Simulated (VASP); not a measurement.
# Al16H2O in VASP: further runs

Runs on Al16H2O. Level: PBE+D3(BJ). Tasks: single point.

Everything below comes from runs of VASP 6.6.1. Logs are shortened: lines on timing, memory, paths and dates and some standing lists are left out, and cuts for length are marked.

## Step 1: The cell of the first run

The cell holds a slab with vacuum, 19 atoms: a = 8.100 Å, b = 5.728 Å, c = 15.296 Å, α = 90.00°, β = 90.00°, γ = 90.00°.

## Step 2: Single point, PBE+D3(BJ)

INCAR

```
SYSTEM = Al16H2O
ALGO = Normal
EDIFF = 1E-6
ENCUT = 520
GGA = PE
ISIF = 2
ISMEAR = 0
IVDW = 12
LASPH = .TRUE.
LCHARG = .FALSE.
LREAL = Auto
LWAVE = .FALSE.
NBANDS = 43
NELM = 100
PREC = Accurate
SIGMA = 0.15
```

KPOINTS

```
k-points
0
G
  2 3 1
  0 0 0
```

POSCAR

```
Al16H2O
1.0
    8.1000000000      0.0000000000      0.0000000000
    0.0000000000      5.7275650000      0.0000000000
    0.0000000000      0.0000000000     15.2956740000
Al O H
16 1 2
Direct
    0.2500000000      0.2500000000      0.0653780000
    0.7500000000      0.2500000000      0.0653780000
    0.2500000000      0.7500000000      0.0653780000
    0.7500000000      0.7500000000      0.0653780000
    0.0015297108      0.0011425821      0.1473719901
    0.5009051519     -0.0002871457      0.1472501945
    0.0012452041      0.5002072729      0.1489659562
    0.5007282828      0.4993556489      0.1430282139
    0.2553308861      0.2504781817      0.2411214761
    0.7518199077      0.2499170629      0.2427939677
    0.2540106563      0.7505094197      0.2410727119
    0.7537057893      0.7538795033      0.2424813004
    0.0067222458      0.0016325359      0.3241904207
    0.5019649006     -0.0008915886      0.3254264763
    0.0047457008      0.5006238127      0.3243005138
    0.5063904272      0.5062623921      0.3186402986
    0.4634042125      0.4874874748      0.4459833525
    0.3783435376      0.6024983625      0.4622749190
    0.4198231538      0.3272953219      0.4558798107
```

Potentials or basis: VASP PAW PBE potentials, release 64 (Al, O, H).

Started as:

```sh
> cat potpaw_PBE.64/Al/POTCAR potpaw_PBE.64/O/POTCAR potpaw_PBE.64/H/POTCAR > POTCAR
> mpirun -np 1 vasp_std > vasp.out
```

OUTCAR:

```text
SYSTEM = Al16H2O
   EDIFF = 1E-6
   ENCUT = 520
   GGA = PE
   ISIF = 2
   ISMEAR = 0
   IVDW = 12
   LASPH = .TRUE.
   LREAL = Auto
   NELM = 100
   PREC = Accurate
 IVDW          = 12

 ion  position               nearest neighbor table
   1  0.250  0.250  0.065-   9 2.69   8 2.75   5 2.77   7 2.78   6 2.78   3 2.86   3 2.86
   2  0.750  0.250  0.065-  10 2.71   8 2.74   6 2.77   5 2.78   7 2.80   4 2.86   4 2.86
   3  0.250  0.750  0.065-  11 2.69   8 2.76   5 2.77   7 2.78   6 2.78   1 2.86   1 2.86
   4  0.750  0.750  0.065-  12 2.71   8 2.75   6 2.77   5 2.79   7 2.80   2 2.86   2 2.86
   5  0.002  0.001  0.147-  13 2.70   1 2.77   3 2.77   2 2.78   4 2.79  12 2.86   7 2.86   7 2.87
                            10 2.87  11 2.88   9 2.88
   6  0.501  1.000  0.147-  14 2.73   4 2.77   2 2.77   3 2.78   1 2.78   9 2.84  11 2.85   8 2.86
                             8 2.87  12 2.88  10 2.88
   7  0.001  0.500  0.149-  15 2.68   3 2.78   1 2.78   4 2.80   2 2.80   5 2.86  12 2.86  10 2.86
                            11 2.87   5 2.87   9 2.88
   8  0.501  0.499  0.143-  16 2.69   2 2.74   4 2.75   1 2.75   3 2.76   6 2.86   6 2.87   9 2.87
                            11 2.88  10 2.92  12 2.94
   9  0.255  0.250  0.241-   1 2.69  16 2.77  13 2.78  14 2.78  15 2.79   6 2.84  11 2.86  11 2.86
                             8 2.87   7 2.88   5 2.88
  10  0.752  0.250  0.243-   2 2.71  16 2.73  14 2.79  15 2.80  13 2.80  12 2.84   7 2.86   5 2.87
                             6 2.88  12 2.89   8 2.92
  11  0.254  0.751  0.241-   3 2.69  16 2.75  13 2.77  14 2.78  15 2.78   6 2.85   9 2.86   9 2.86
                             7 2.87   5 2.88   8 2.88
  12  0.754  0.754  0.242-   4 2.71  16 2.72  14 2.78  13 2.79  15 2.79  10 2.84   5 2.86   7 2.86
                             6 2.88  10 2.89   8 2.94
  13  0.007  0.002  0.324-   5 2.70  11 2.77   9 2.78  12 2.79  10 2.80  15 2.86  15 2.87
  14  0.502  0.999  0.325-   6 2.73  11 2.78   9 2.78  12 2.78  10 2.79  16 2.82  16 2.91
  15  0.005  0.501  0.324-   7 2.68  11 2.78   9 2.79  12 2.79  10 2.80  13 2.86  13 2.87
  16  0.506  0.506  0.319-  17 1.98   8 2.69  12 2.72  10 2.73  11 2.75   9 2.77  14 2.82  14 2.91

  17  0.463  0.487  0.446-  18 0.99  19 0.99  16 1.98
  18  0.378  0.602  0.462-  17 0.99
  19  0.420  0.327  0.456-  17 0.99

  LATTYP: Found a simple orthorhombic cell.
 ALAT       =     5.7275650000
 B/A-ratio  =     1.4142135445
 C/A-ratio  =     2.6705369559

  Lattice vectors:

 A1 = (   0.0000000000,  -5.7275650000,   0.0000000000)
 A2 = (   8.1000000000,   0.0000000000,   0.0000000000)
 A3 = (   0.0000000000,   0.0000000000,  15.2956740000)

Analysis of symmetry for initial positions (statically):
=====================================================================
 Subroutine PRICEL returns:
 Original cell was already a primitive cell.

 Routine SETGRP: Setting up the symmetry group for a
 simple orthorhombic supercell.

 Subroutine GETGRP returns: Found  1 space group operations
 (whereof  1 operations were pure point group operations)
 out of a pool of  8 trial point group operations.

The static configuration has the point symmetry C_1 .

Analysis of symmetry for dynamics (positions and initial velocities):
=====================================================================
 Subroutine PRICEL returns:
 Original cell was already a primitive cell.

 Routine SETGRP: Setting up the symmetry group for a
 simple orthorhombic supercell.

 Subroutine GETGRP returns: Found  1 space group operations
 (whereof  1 operations were pure point group operations)
 out of a pool of  8 trial point group operations.

The dynamic configuration has the point symmetry C_1 .

 Subroutine INISYM returns: Found  1 space group operations
 (whereof  1 operations are pure point group operations),
 and found     1 'primitive' translations

----------------------------------------------------------------------------------------

                                     Primitive cell

  volume of cell :     709.6164

  direct lattice vectors                    reciprocal lattice vectors
     8.100000000  0.000000000  0.000000000     0.123456790  0.000000000  0.000000000
     0.000000000  5.727565000  0.000000000     0.000000000  0.174594265  0.000000000
     0.000000000  0.000000000 15.295674000     0.000000000  0.000000000  0.065377962

  length of vectors
     8.100000000  5.727565000 15.295674000     0.123456790  0.174594265  0.065377962

  position of ions in fractional coordinates (direct lattice)
     0.250000000  0.250000000  0.065378000
     0.750000000  0.250000000  0.065378000
     0.250000000  0.750000000  0.065378000
     0.750000000  0.750000000  0.065378000
     0.001529711  0.001142582  0.147371990
     0.500905152  0.999712854  0.147250195
[... 11 lines left out ...]
     0.378343538  0.602498363  0.462274919
     0.419823154  0.327295322  0.455879811

  ion indices of the primitive-cell ions
   primitive index   ion index
                 1           1
                 2           2
                 3           3
                 4           4
                 5           5
                 6           6
[... 11 lines left out ...]
                18          18
                19          19

----------------------------------------------------------------------------------------

 KPOINTS: k-points

Automatic generation of k-mesh.
 Grid dimensions read from file:
 generate k-points for:    2    3    1

 Generating k-lattice:

  Cartesian coordinates                     Fractional coordinates (reciprocal lattice)
     0.061728395  0.000000000  0.000000000     0.500000000  0.000000000  0.000000000
     0.000000000  0.058198088  0.000000000     0.000000000  0.333333333  0.000000000
     0.000000000  0.000000000  0.065377962     0.000000000  0.000000000  1.000000000

  Length of vectors
     0.061728395  0.058198088  0.065377962

  Shift w.r.t. Gamma in fractional coordinates (k-lattice)
     0.000000000  0.000000000  0.000000000

 Subroutine IBZKPT returns following result:
 ===========================================

 Found      4 irreducible k-points:

 Following reciprocal coordinates:
            Coordinates               Weight
  0.000000  0.000000  0.000000      1.000000
  0.500000  0.000000  0.000000      1.000000
  0.000000  0.333333  0.000000      2.000000
  0.500000  0.333333  0.000000      2.000000
   k-points           NKPTS =      4   k-points in BZ     NKDIM =      4   number of bands    NBANDS=     43
   number of dos      NEDOS =    301   number of ions     NIONS =     19
   total plane-waves  NPLWV = 345600
   dimension x,y,z NGX =    60 NGY =   48 NGZ =  120
   dimension x,y,z NGXF=   120 NGYF=   96 NGZF=  240
   ions per type =              16   1   2
   NGX,Y,Z   is equivalent  to a cutoff of  12.31, 13.93, 13.04 a.u.
   NGXF,Y,Z  is equivalent  to a cutoff of  24.63, 27.86, 26.09 a.u.
 SYSTEM =  Al16H2O
   PREC   = accura    normal or accurate (medium, high low for compatibility)
   ISTART =      0    job   : 0-new  1-cont  2-samecut
   ICHARG =      2    charge: 1-file 2-atom 10-const
   ISPIN  =      1    spin polarized calculation?
   LNONCOLLINEAR =      F non collinear calculations
   LSORBIT =      F    spin-orbit coupling
   LASPH  =      T    aspherical Exc in radial PAW
   ENCUT  =  520.0 eV  38.22 Ry    6.18 a.u.  15.06 10.65 28.44*2*pi/ulx,y,z
   NELM   =    100;   NELMIN=  2; NELMDL= -5     # of ELM steps
   EDIFF  = 0.1E-05   stopping-criterion for ELM
   LREAL  =      T    real-space projection
   EDIFFG = 0.1E-04   stopping-criterion for IOM
   NSW    =      0    number of steps for IOM
   IBRION =     -1    ionic relax: 0-MD 1-quasi-New 2-CG
   NFREE  =      0    steps in history (QN), initial steepest desc. (CG)
   ISIF   =      2    stress and relaxation
   ISYM   =      2    0-nonsym 1-usesym 2-fastsym
   POTIM  = 0.5000    time-step for ionic-motion
   TEBEG  =    0.0;   TEEND  =   0.0 temperature during run
   PSTRESS=    0.0 pullay stress
   NELECT =      56.0000    total number of electrons
   NUPDOWN=      -1.0000    fix difference up-down
   EMIN   =  10.00;   EMAX   =-10.00  energy-range for DOS
   EFERMI =   0.00;   METHOD = LEGACY
   ISMEAR =     0;   SIGMA  =   0.15  broadening in eV -4-tet -1-fermi 0-gaus
   EFERMI_NEDOS =   21; number of points for ismear=-14 and -15
   IALGO  =     38    algorithm
   IMIX   =      4    mixing-type and parameters
     AMIX     =   0.40;   BMIX     =  1.00
     AMIX_MAG =   1.60;   BMIX_MAG =  1.00
  volume/ion in A,a.u.               =      37.35       252.04
  Fermi-wavevector in a.u.,A,eV,Ry     =   0.702203  1.326972  6.708892  0.493090
  Thomas-Fermi vector in A             =   1.786839
   LORBIT       =      0    0 simple, 1 ext, 2 COOP (PROOUT), +10 PAW based schemes
   GGA     = PE    functional components
   LHFCALC =     F    Hartree Fock is set to
   AEXX    =    0.0000 exact exchange contribution
   IVDW    =    12    specifies the selected vdW correction
   LEPSILON=     F    determine dielectric tensor
   LRPA    =     F    only Hartree local field effects (RPA)
 non-spin polarized calculation
 Gauss-broadening in eV      SIGMA  =   0.15
  energy-cutoff  :      520.00
  volume of cell :      709.62
 maximum number of plane-waves:     19139
   NGX = 31   NGY = 21   NGZ = 57

 number of electron      56.0000007 magnetization

 Free energy of the ion-electron system (eV)
  ---------------------------------------------------
  ext. energy  EPLUGINS =         0.00000000
  ---------------------------------------------------
  free energy    TOTEN  =       -69.19458502 eV

  energy without entropy =      -69.11966617  energy(sigma->0) =      -69.15712559

 E-fermi :   0.7042     XC(G=0):  -5.2723

 val. band max:        0.6877307960   @ k =   0.0000   0.3333   0.0000
 cond. band min:       0.7174797217   @ k =   0.0000   0.3333   0.0000
 fundamental gap:      0.0297489257
 Fermi energy:         0.7041997755

 k-point     1 :       0.0000    0.0000    0.0000
  band No.  band energies     occupation
      1     -22.9399      2.00000
      2     -10.7489      2.00000
      3      -9.5811      2.00000
      4      -8.1117      2.00000
      5      -7.3682      2.00000
      6      -7.3006      2.00000
[... 32 lines left out ...]
     39       3.1064      0.00000
[... 128 lines left out ...]
     39       3.2946      0.00000
     40       3.5514      0.00000
 [bands above 40 left out]

------------------------ aborting loop because EDIFF is reached ----------------------------------------

 Edisp (eV)   -3.50704

 E8    (eV) :    -1.6213

  FORCE on cell =-STRESS in cart. coord.  units (eV):
  Direction    XX          YY          ZZ          XY          YZ          ZX
  --------------------------------------------------------------------------------------
  -------------------------------------------------------------------------------------
  Total       4.31938   -16.81111    -0.17155     0.00391    -0.01084    -0.05060
  in kB       9.75234   -37.95626    -0.38733     0.00883    -0.02447    -0.11424
  external pressure =       -9.53 kB  Pullay stress =        0.00 kB

 VOLUME and BASIS-vectors are now :
 -----------------------------------------------------------------------------
  energy-cutoff  :      520.00
  volume of cell :      709.62
      direct lattice vectors                 reciprocal lattice vectors
     8.100000000  0.000000000  0.000000000     0.123456790  0.000000000  0.000000000
     0.000000000  5.727565000  0.000000000     0.000000000  0.174594265  0.000000000
     0.000000000  0.000000000 15.295674000     0.000000000  0.000000000  0.065377962

 POSITION                                       TOTAL-FORCE (eV/Angst)
 -----------------------------------------------------------------------------------
      2.02500      1.43189      1.00000        -0.004483     -0.027599     -0.037326
      6.07500      1.43189      1.00000         0.009503     -0.036138      0.039072
      2.02500      4.29567      1.00000        -0.003875      0.028074     -0.035590
      6.07500      4.29567      1.00000         0.009731      0.039475      0.027613
      0.01239      0.00654      2.25415         0.000603      0.001491     -0.002864
      4.05733      5.72592      2.25229        -0.000371     -0.000682      0.001453
[... 11 lines left out ...]
      3.06458      3.45085      7.07081        -0.029177      0.073110      0.026025
      3.40057      1.87461      6.97299         0.011255     -0.071944      0.003095
 -----------------------------------------------------------------------------------
    total drift:                               -0.017743      0.000051     -0.002981

  FREE ENERGIE OF THE ION-ELECTRON SYSTEM (eV)
  ---------------------------------------------------
  free  energy   TOTEN  =       -72.7016237547 eV

  energy  without entropy=      -72.6267049061  energy(sigma->0) =      -72.66416433
```

Wall time 6.2 min (1 thread of Intel Xeon 8259CL, shared host); peak memory 0.7 GiB.

What came out:

| Item | Value |
| --- | --- |
| Free energy | -72.7016 eV |
| Largest force | 0.083 eV/Å |
| Band gap on the k mesh | 0.03 eV |
| Dispersion energy per atom | -0.185 eV |

Forces on the atoms (eV/Å):
```
Al  -0.004 -0.028 -0.037
Al   0.010 -0.036  0.039
Al  -0.004  0.028 -0.036
Al   0.010  0.039  0.028
Al   0.001  0.001 -0.003
Al   0.000 -0.001  0.001
Al   0.000  0.000 -0.002
Al   0.001 -0.002 -0.002
Al  -0.001 -0.001  0.003
Al  -0.001 -0.002  0.005
Al  -0.002  0.001  0.001
Al  -0.001  0.001  0.002
Al   0.002  0.001  0.001
Al  -0.005  0.005  0.003
Al   0.000 -0.003  0.000
Al   0.003  0.002  0.017
O    0.011 -0.007 -0.050
H   -0.029  0.073  0.026
H    0.011 -0.072  0.003
```

Caveat: there is no dipole correction, which matters where the two faces differ; semilocal functionals underestimate gaps, and a narrow one can read as zero.

## Step 3: Single point, PBE+D3(BJ)

INCAR

```
SYSTEM = Al16H2O
  ALGO = Normal
  EDIFF = 1E-6
  ENCUT = 520
  GGA = PE
  ISIF = 2
  ISMEAR = 0
  IVDW = 12
  LASPH = .True.
  LCHARG = .False.
  LREAL = Auto
  LWAVE = .False.
  NBANDS = 43
  NELM = 60
  PREC = Accurate
  SIGMA = 0.15
```

KPOINTS

```
k-points
0
Gamma
  2 3 1
  0 0 0
```

POSCAR

```
Al16H2O
1.0
    8.1000000000      0.0000000000      0.0000000000
    0.0000000000      5.7275650000      0.0000000000
    0.0000000000      0.0000000000     15.2956740000
Al O H
16 1 2
Direct
    0.2500000000      0.2500000000      0.0653779600
    0.7500000000      0.2500000000      0.0653779600
    0.2500000000      0.7499999900      0.0653779600
    0.7500000000      0.7499999900      0.0653779600
   -0.0026421232     -0.0061003434      0.1506418020
    0.5036708873      0.0038042526      0.1543562036
    0.0016645202      0.4963263268      0.1480787915
    0.5019028033      0.5024266806      0.1503625349
    0.2499452659      0.2393675350      0.2420636942
    0.7592078355      0.2628378529      0.2424179171
    0.2512594230      0.7377576221      0.2376842861
    0.7528683019      0.7523693705      0.2431042725
    0.0133717449     -0.0072852423      0.3268550364
    0.4956939335     -0.0201307372      0.3362486014
    0.0081237251      0.4986276845      0.3258570116
    0.4975337325      0.4443270963      0.3283000767
    0.4600239021      0.6973216368      0.4060391396
    0.7026365172      0.8878560022      0.3447854173
    0.3502562106      0.6863994149      0.4324941179
```

Potentials or basis: VASP PAW PBE potentials, release 64 (Al, O, H).

Started as:

```sh
> cat potpaw_PBE.64/Al/POTCAR potpaw_PBE.64/O/POTCAR potpaw_PBE.64/H/POTCAR > POTCAR
> mpirun -np 1 vasp_std > vasp.out
```

Run time: 7.2 min. Hardware: 1 thread of Intel Xeon 8259CL, shared host; peak memory 0.7 GiB.

It converged, with:

* Free energy: -73.1181 eV
* Largest force: 0.312 eV/Å
* Band gap on the k mesh: zero (bands 28 and 29 overlap by 0.06 eV)
* Dispersion energy per atom: -0.187 eV

Forces on the atoms (eV/Å):
```
Al   0.272 -0.082  0.043
Al  -0.265  0.165 -0.002
Al   0.214  0.018 -0.128
Al  -0.226 -0.099  0.086
Al   0.004  0.001 -0.004
Al  -0.003  0.001 -0.001
Al   0.004 -0.001 -0.001
Al   0.000 -0.005  0.004
Al   0.000  0.000 -0.001
Al  -0.003  0.001  0.000
Al   0.009  0.003  0.005
Al  -0.015 -0.001  0.011
Al   0.005  0.001  0.006
Al   0.002  0.013 -0.008
Al   0.004  0.000  0.001
Al   0.010 -0.007 -0.010
O    0.082 -0.002 -0.059
H    0.002 -0.004  0.000
H   -0.098  0.000  0.060
```

Levels at points of the mesh, in eV from the Fermi level:
| k point | band 26 | band 27 | band 28 | band 29 | band 30 | band 31 |
| --- | --- | --- | --- | --- | --- | --- |
| (0.00, 0.00, 0.00) | -0.63 | -0.61 | -0.39 | -0.10 | 0.39 | 0.64 |
| (0.50, 0.00, 0.00) | -0.92 | -0.84 | -0.59 | 0.05 | 0.53 | 0.54 |

Caveat: the k points lie up to 0.39 Å⁻¹ apart; there is no dipole correction, which matters where the two faces differ.

The gap in the log of VASP goes by the Fermi energy; the results here count the filled bands.